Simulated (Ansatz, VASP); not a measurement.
GaN: VASP beside Ansatz

```
Ga N
1.0
     3.09283    0.00000    0.00000
    -1.54642    2.67847    0.00000
     0.00000    0.00000    5.02439
Ga N
2 2
Cartesian
  0.0000 1.7856 0.0000
  1.5464 0.8928 2.5122
  0.0000 1.7856 1.8841
  1.5464 0.8928 4.3963
```

Alike in both runs: task single point; functional PBEsol; k mesh 12 × 12 × 4; no spin polarisation.

```csv
,VASP,Ansatz
version,VASP 6.6.1,Ansatz 0.2.0
potentials or method,"VASP PAW PBE potentials, release 64 (Ga_d, N), cutoff 520 eV","plane waves, PAW"
occupations,"gaussian, width 0.01 eV",fixed
valence electrons in the cell,36,36
```

|  | VASP | Ansatz | Ansatz less VASP |
| --- | --- | --- | --- |
| pressure (GPa) | 20.0 | 20.3 | +0.31 |
| traceless stress, the component that is largest in VASP (GPa) | 2.00 | 1.98 | -0.016 |

VASP's potentials were made for PBE, not for PBEsol.
